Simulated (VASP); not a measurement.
Here is a VASP 6.6.1 calculation.

File POSCAR:

```
CdS
1.0
    0.0000000000      2.9165000000      2.9165000000
    2.9165000000      0.0000000000      2.9165000000
    2.9165000000      2.9165000000      0.0000000000
Cd S
1 1
Direct
    0.0000000000      0.0000000000      0.0000000000
    0.7500000000      0.7500000000      0.7500000000
```

File INCAR.step1:

```
  ALGO = Normal
  EDIFF = 1E-5
  ENCUT = 520
  GGA = PE
  ISIF = 2
  ISMEAR = -1
  LASPH = T
  LREAL = F
  LWAVE = T
  NBANDS = 16
  NELM = 60
  PREC = Accurate
  SIGMA = 0.05
```

INCAR.step2

```
  AEXX = 0.25
  ALGO = Normal
  EDIFF = 1E-7
  ENCUT = 520
  GGA = PS
  HFSCREEN = 0.207
  ISIF = 2
  ISMEAR = -1
  ISTART = 1
  LASPH = T
  LCHARG = T
  LELF = T
  LHFCALC = T
  LREAL = F
  LVHAR = T
  LWAVE = F
  NBANDS = 16
  NELM = 60
  PREC = Accurate
  PRECFOCK = Normal
  SIGMA = 0.05
```

KPOINTS

```
k-points
0
Gamma
  5 5 5
```

Potentials or basis: VASP PAW PBE potentials, release 64 (Cd, S).

The run is started by

```sh
$ cat potpaw_PBE.64/Cd/POTCAR potpaw_PBE.64/S/POTCAR > POTCAR
$ cp INCAR.step1 INCAR
$ mpirun -np 1 vasp_std > vasp.out
$ cp INCAR.step2 INCAR
$ mpirun -np 1 vasp_std > vasp.out
```

(1) Predict the pressure.

(2) What does it give for the band gap on the k mesh?

## Answers

(1) -0.2 GPa.

(2) 2.02 eV.

Caveat: the PAW data sets were made with another functional, which shifts forces and pressure a little.
